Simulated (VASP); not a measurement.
# Ti (P6_3/mmc) in VASP: notebook

The runs below take Ti through single point, with BLYP.

Program: VASP 6.6.1. These are calculated values, not measurements. Logs are shortened: lines on timing, memory, paths and dates and some standing lists are left out, and cuts for length are marked.

## (1) The cell of the first run

It takes space group P6_3/mmc (No. 194, hexagonal). Conventional cell: a = 2.880 Å, b = 2.880 Å, c = 4.559 Å, α = 90.00°, β = 90.00°, γ = 120.00°. Ti (site symmetry -6m2) has 12 Ti at 2.82 to 2.88 Å within 3.7 Å.

## (2) Single point, BLYP, collinear spin (16.37 Å³/atom)

The input, INCAR:

```
SYSTEM = Ti
PREC = Accurate ; ENCUT = 520
EDIFF = 1E-7 ; ISMEAR = -1
SIGMA = 0.05 ; LREAL = .FALSE.
LASPH = .TRUE. ; NELM = 150
ALGO = Normal ; ISIF = 2
LWAVE = .FALSE. ; LCHARG = .FALSE.
ISPIN = 2 ; MAGMOM = 1 1
LORBIT = 11 ; LMAXMIX = 4
GGA = B5 ; ALDAX = 1.0
AGGAX = 1.0 ; AGGAC = 1.0
ALDAC = 0.0 ; NBANDS = 23
```

The input, KPOINTS:

```
regular mesh
0
G
  20 20 11
  0 0 0
```

The input, POSCAR:

```
Ti
1.0
    2.8798028382      0.0000000000      0.0000000000
   -1.4399014191      2.4939824158      0.0000000000
    0.0000000000      0.0000000000      4.5592893094
Ti
2
Direct
    0.3333333333      0.6666666667      0.2500000000
    0.6666666667      0.3333333333      0.7500000000
```

Potentials or basis: VASP PAW PBE potentials, release 64 (Ti_sv).

The run is started by

```sh
cat potpaw_PBE.64/Ti_sv/POTCAR > POTCAR
mpirun -np 1 vasp_std > vasp.out
```

OUTCAR:

```text
SYSTEM = Ti
   PREC = Accurate
   ENCUT = 520
   EDIFF = 1E-7
   ISMEAR = -1
   LREAL = .FALSE.
   LASPH = .TRUE.
   NELM = 150
   ISIF = 2
   ISPIN = 2
   LORBIT = 11
   GGA = B5

 ion  position               nearest neighbor table
   1  0.333  0.667  0.250-   2 2.82   2 2.82   2 2.82   2 2.82   2 2.82   2 2.82
   2  0.667  0.333  0.750-   1 2.82   1 2.82   1 2.82   1 2.82   1 2.82   1 2.82

  LATTYP: Found a hexagonal cell.
 ALAT       =     2.8798028382
 C/A-ratio  =     1.5831949496

  Lattice vectors:

 A1 = (   2.8798028382,   0.0000000000,   0.0000000000)
 A2 = (  -1.4399014191,   2.4939824158,   0.0000000000)
 A3 = (   0.0000000000,   0.0000000000,   4.5592893094)

Analysis of symmetry for initial positions (statically):
=====================================================================
 Subroutine PRICEL returns:
 Original cell was already a primitive cell.

 Routine SETGRP: Setting up the symmetry group for a
 hexagonal supercell.

 Subroutine GETGRP returns: Found 24 space group operations
 (whereof 12 operations were pure point group operations)
 out of a pool of 24 trial point group operations.

The static configuration has the point symmetry D_3d.
 The point group associated with its full space group is D_6h.

Analysis of symmetry for dynamics (positions and initial velocities):
=====================================================================
 Subroutine PRICEL returns:
 Original cell was already a primitive cell.

 Routine SETGRP: Setting up the symmetry group for a
 hexagonal supercell.

 Subroutine GETGRP returns: Found 24 space group operations
 (whereof 12 operations were pure point group operations)
 out of a pool of 24 trial point group operations.

The dynamic configuration has the point symmetry D_3d.
 The point group associated with its full space group is D_6h.

Analysis of structural, dynamic, and magnetic symmetry:
=====================================================================
 Subroutine PRICEL returns:
 Original cell was already a primitive cell.

 Routine SETGRP: Setting up the symmetry group for a
 hexagonal supercell.

 Subroutine GETGRP returns: Found 24 space group operations
 (whereof 12 operations were pure point group operations)
 out of a pool of 24 trial point group operations.

The overall configuration has the point symmetry D_3d.
 The point group associated with its full space group is D_6h.

 Subroutine INISYM returns: Found 24 space group operations
[... 117 lines left out ...]
     AMIX_MAG =   1.60;   BMIX_MAG =  1.00
  volume/ion in A,a.u.               =      16.37       110.49
  Fermi-wavevector in a.u.,A,eV,Ry     =   1.476026  2.789286 29.642389  2.178654
  Thomas-Fermi vector in A             =   2.590604
   LORBIT       =     11    0 simple, 1 ext, 2 COOP (PROOUT), +10 PAW based schemes
   GGA     = B5    functional components
   LHFCALC =     F    Hartree Fock is set to
   AEXX    =    0.0000 exact exchange contribution
   IVDW    =     0    specifies the selected vdW correction
   LEPSILON=     F    determine dielectric tensor
   LRPA    =     F    only Hartree local field effects (RPA)
 spin polarized calculation
  energy-cutoff  :      520.00
  volume of cell :       32.75
 maximum number of plane-waves:       911
 NGX is ok and might be reduce to    24
   NGX = 11   NGY = 11   NGZ = 17

 number of electron      24.0000002 magnetization      -0.0000268

 number of electron      24.0000002 magnetization       0.0000067

 Free energy of the ion-electron system (eV)
  ---------------------------------------------------
  ext. energy  EPLUGINS =         0.00000000
  ---------------------------------------------------
  free energy    TOTEN  =       -13.46470849 eV

  energy without entropy =      -13.44802361  energy(sigma->0) =      -13.45636605

 E-fermi :   9.4347     XC(G=0): -11.2358

 val. band max:        9.4303134902   @ k =   0.0500   0.0500   0.4545
 cond. band min:       9.4424059732   @ k =   0.4000   0.1500   0.3636
 fundamental gap:      0.0120924831
 Fermi energy:         9.4346864914

 spin component 1

 k-point     1 :       0.0000    0.0000    0.0000
  band No.  band energies     occupation
      1     -47.1219      1.00000
      2     -46.9446      1.00000
      3     -23.9486      1.00000
      4     -23.1781      1.00000
      5     -23.1781      1.00000
      6     -23.0887      1.00000
[... 613 lines left out ...]
     22      20.2256      0.00000
     23      22.2657      0.00000

 [... further k-points ...]

 spin component 2

 k-point     1 :       0.0000    0.0000    0.0000
  band No.  band energies     occupation
      1     -47.1219      1.00000
      2     -46.9446      1.00000
      3     -23.9486      1.00000
      4     -23.1781      1.00000
      5     -23.1781      1.00000
      6     -23.0887      1.00000
[... 613 lines left out ...]
     22      20.2256      0.00000
     23      22.2657      0.00000

 [... further k-points ...]

------------------------ aborting loop because EDIFF is reached ----------------------------------------

  FORCE on cell =-STRESS in cart. coord.  units (eV):
  Direction    XX          YY          ZZ          XY          YZ          ZX
  --------------------------------------------------------------------------------------
  -------------------------------------------------------------------------------------
  Total        2.0422039      2.0422039      2.0636743      0.0000000      0.0000000      0.0000000
  in kB       99.9209102     99.9209102    100.9714140      0.0000000      0.0000000      0.0000000
  external PRESSURE =     100.2710781 kB  Pullay stress =       0.0000000 kB

 VOLUME and BASIS-vectors are now :
 -----------------------------------------------------------------------------
  energy-cutoff  :      520.00
  volume of cell :       32.75
      direct lattice vectors                 reciprocal lattice vectors
     2.879802838  0.000000000  0.000000000     0.347245994  0.200482568  0.000000000
    -1.439901419  2.493982416  0.000000000     0.000000000  0.400965137  0.000000000
     0.000000000  0.000000000  4.559289309     0.000000000  0.000000000  0.219332429

 POSITION                                       TOTAL-FORCE (eV/Angst)
 -----------------------------------------------------------------------------------
     -0.00000      1.66265      1.13982        -0.000000      0.000000      0.000000
      1.43990      0.83133      3.41947         0.000000     -0.000000      0.000000
 -----------------------------------------------------------------------------------
    total drift:                                0.000000     -0.000000      0.000000

  FREE ENERGIE OF THE ION-ELECTRON SYSTEM (eV)
  ---------------------------------------------------
  free  energy   TOTEN  =       -13.4647084927 eV

  energy  without entropy=      -13.4480236111  energy(sigma->0) =      -13.45636605

 total charge

# of ion       s       p       d       tot
------------------------------------------
    1        2.264   6.126   1.988  10.378
    2        2.264   6.126   1.988  10.378
--------------------------------------------------
tot          4.528  12.252   3.976  20.755

 magnetization (x)

# of ion       s       p       d       tot
------------------------------------------
    1       -0.000   0.000   0.000   0.000
    2       -0.000   0.000   0.000   0.000
--------------------------------------------------
tot         -0.000   0.000   0.000   0.000
```

OSZICAR:

```text
N       E                     dE             d eps       ncg     rms          rms(c)
DAV:   1     0.280102820776E+03    0.28010E+03   -0.12326E+04 24462   0.133E+03
DAV:   2     0.158775738058E+02   -0.26423E+03   -0.25570E+03 25040   0.390E+02
DAV:   3    -0.136229342688E+02   -0.29501E+02   -0.29004E+02 46730   0.107E+02
DAV:   4    -0.146090636506E+02   -0.98613E+00   -0.98527E+00 25951   0.206E+01
DAV:   5    -0.146312287752E+02   -0.22165E-01   -0.22164E-01 32301   0.272E+00    0.139E+01
DAV:   6    -0.133992997039E+02    0.12319E+01   -0.37135E+00 27036   0.198E+01    0.382E+00
DAV:   7    -0.134335342529E+02   -0.34235E-01   -0.35580E-01 34186   0.445E+00    0.254E+00
DAV:   8    -0.134510410588E+02   -0.17507E-01   -0.30097E-02 26535   0.151E+00    0.145E+00
DAV:   9    -0.134625773878E+02   -0.11536E-01   -0.25260E-02 26073   0.135E+00    0.422E-01
DAV:  10    -0.134646157053E+02   -0.20383E-02   -0.45226E-03 33542   0.441E-01    0.759E-02
DAV:  11    -0.134647283746E+02   -0.11267E-03   -0.19297E-04 28563   0.113E-01    0.341E-02
DAV:  12    -0.134647217167E+02    0.66579E-05   -0.58891E-05 31934   0.546E-02    0.129E-02
DAV:  13    -0.134647109034E+02    0.10813E-04   -0.10260E-05 32026   0.232E-02    0.682E-03
DAV:  14    -0.134647076896E+02    0.32138E-05   -0.98170E-07 32483   0.755E-03    0.160E-03
DAV:  15    -0.134647083591E+02   -0.66948E-06   -0.13808E-07 23866   0.273E-03    0.647E-04
DAV:  16    -0.134647085288E+02   -0.16969E-06   -0.59739E-08 18347   0.152E-03    0.339E-04
DAV:  17    -0.134647084927E+02    0.36059E-07   -0.24696E-08 14139   0.106E-03
   1 F= -.13464708E+02 E0= -.13456366E+02  d E =-.166849E-01  mag=     0.0000
```

stdout:

```text
POSCAR found type information on POSCAR Ti
 POSCAR found :  1 types and       2 ions
 scaLAPACK will be used
 -----------------------------------------------------------------------------
|                                                                             |
|                                                                             |
|     You enforced a specific xc type in the INCAR file but a different       |
|     I HOPE YOU KNOW WHAT YOU ARE DOING!                                     |
|                                                                             |
 -----------------------------------------------------------------------------

 LDA part: xc-table for (Slater(with rela. corr.)+VWN5), standard interpolation
 POSCAR, INCAR and KPOINTS ok, starting setup
 FFT: planning ... GRIDC
 FFT: planning ... GRID_SOFT
 FFT: planning ... GRID
 WAVECAR not read
 entering main loop
```

Wall time 9.2 min (1 thread of Intel Xeon 8259CL, shared host); peak memory 0.38 GiB.

What came out:

```yaml
Free_energy: -13.4647 eV
Pressure: 10.0 GPa
Band_gap_on_the_k_mesh: zero (filled and empty bands overlap)
Net_moment: 0.00 μB per cell
Valence_electrons_inside_the_program's_atomic_spheres: Ti 10.38
```

Stress tensor (GPa, compression positive):
```
 9.99  0.00  0.00
 0.00  9.99  0.00
 0.00  0.00 10.10
```

Caveat: the cell stands under pressure; the PAW data sets were made with another functional, which shifts forces and pressure a little.

## (3) Single point, BLYP (19.24 Å³/atom)

This run uses another cell than the first one, of 19.24 Å³/atom.

The input, INCAR:

```
PREC = Accurate
ENCUT = 520
EDIFF = 1E-6
ISMEAR = -1
SIGMA = 0.1
LREAL = F
LASPH = T
NELM = 100
ALGO = Normal
ISIF = 2
LWAVE = F
LCHARG = F
GGA = B5
ALDAX = 1.0
AGGAX = 1.0
AGGAC = 1.0
ALDAC = 0.0
NBANDS = 19
```

The input, KPOINTS:

```
regular mesh
0
Gamma
  20 20 11
```

The input, POSCAR:

```
Ti
1.0
    3.0388951858      0.0000000000      0.0000000000
   -1.5194475929      2.6317604303      0.0000000000
    0.0000000000      0.0000000000      4.8120099089
Ti
2
Direct
    0.3333333333      0.6666666667      0.2500000000
    0.6666666667      0.3333333333      0.7500000000
```

Potentials or basis: VASP PAW PBE potentials, release 64 (Ti_sv).

The run is started by

```sh
cat potpaw_PBE.64/Ti_sv/POTCAR > POTCAR
mpirun -np 1 vasp_std > vasp.out
```

It took 3.8 min on 1 thread of Intel Xeon 8259CL, shared host; peak memory 0.28 GiB.

Results (log left out):

```
Free energy            : -13.5138 eV
Pressure               : -6.9 GPa
Band gap on the k mesh : zero (bands 12 and 13 overlap by 0.94 eV)
```

Stress tensor (GPa, compression positive):
```
-6.86  0.00  0.00
 0.00 -6.86  0.00
 0.00  0.00 -7.08
```

Levels at points of the mesh, in eV from the Fermi level:
```csv
k point,band 10,band 11,band 12,band 13,band 14,band 15
"(0.00, 0.00, 0.00)",-2.39,0.68,0.68,0.77,0.77,1.10
"(0.50, 0.00, 0.00)",-1.83,-1.54,-0.55,0.44,0.57,1.03
```

Caveat: the cell stands under tension; the PAW data sets were made with another functional, which shifts forces and pressure a little.

## (4) Single point, BLYP (19.96 Å³/atom)

This run uses another cell than the first one, of 19.96 Å³/atom.

The input, INCAR:

```
SYSTEM = Ti
PREC     = Accurate       ! precision mode
ENCUT    = 520            ! plane-wave cutoff, eV
EDIFF    = 1E-6           ! SCF threshold, eV
ISMEAR   = -1             ! smearing method
SIGMA    = 0.1            ! smearing width, eV
LREAL    = .False.        ! projectors in reciprocal space
LASPH    = .True.         ! aspherical terms in the spheres
NELM     = 60             ! most SCF steps
ALGO     = Normal         ! electronic algorithm
ISIF     = 2              ! what is computed and relaxed
LWAVE    = .False.        ! write WAVECAR
LCHARG   = .False.        ! write CHGCAR
GGA      = B5             ! functional
ALDAX    = 1.0          
AGGAX    = 1.0          
AGGAC    = 1.0          
ALDAC    = 0.0          
NBANDS   = 19             ! bands
```

The input, KPOINTS:

```
regular mesh
0
Gamma
  20 20 11
  0 0 0
```

The input, POSCAR:

```
Ti
1.0
    3.0759585359      0.0000000000      0.0000000000
   -1.5379792680      2.6638582331      0.0000000000
    0.0000000000      0.0000000000      4.8706987407
Ti
2
Direct
    0.3333333333      0.6666666667      0.2500000000
    0.6666666667      0.3333333333      0.7500000000
```

The run is started by

```sh
cat potpaw_PBE.64/Ti_sv/POTCAR > POTCAR
mpirun -np 1 vasp_std > vasp.out
```

Run time: 3.8 min. Hardware: 1 thread of Intel Xeon 8259CL, shared host; peak memory 0.28 GiB.

Results (log left out):

* Free energy: -13.4411 eV
* Pressure: -9.5 GPa
* Band gap on the k mesh: zero (bands 12 and 13 overlap by 0.92 eV)

Stress tensor (GPa, compression positive):
```
-9.41  0.00  0.00
 0.00 -9.41  0.00
 0.00  0.00 -9.69
```

Levels at points of the mesh, in eV from the Fermi level:
| k point | band 9 | band 10 | band 11 | band 12 | band 13 | band 14 | band 15 | band 16 |
| --- | --- | --- | --- | --- | --- | --- | --- | --- |
| (0.00, 0.00, 0.00) | -5.65 | -2.31 | 0.66 | 0.66 | 0.71 | 0.74 | 1.06 | 1.06 |
| (0.50, 0.00, 0.00) | -2.08 | -1.74 | -1.46 | -0.57 | 0.43 | 0.55 | 0.99 | 2.73 |

Caveat: the cell stands under tension; the PAW data sets were made with another functional, which shifts forces and pressure a little.

## (5) Summary

```tsv
spin	cell	smearing	gap on the mesh (eV)	pressure (GPa)
collinear	a = 2.880, b = 2.880, c = 4.559 Å, angles 90.0, 90.0, 120.0°, 2 atoms	fermi-dirac 0.05 eV	none	10.0
off	a = 3.039, b = 3.039, c = 4.812 Å, angles 90.0, 90.0, 120.0°, 2 atoms	fermi-dirac 0.1 eV	none	-6.9
off	a = 3.076, b = 3.076, c = 4.871 Å, angles 90.0, 90.0, 120.0°, 2 atoms	fermi-dirac 0.1 eV	none	-9.5
```

Alike in all rows: task single point; level BLYP; potentials or basis VASP PAW PBE potentials, release 64 (Ti_sv); k mesh 20 × 20 × 11; cutoff (eV) 520.

Caveats: the PAW data sets were made with another functional, which shifts forces and pressure a little; the cell stands under tension (at least some runs); the cell stands under pressure (at least some runs).

Absolute energies hang on the potentials; compare differences alone.
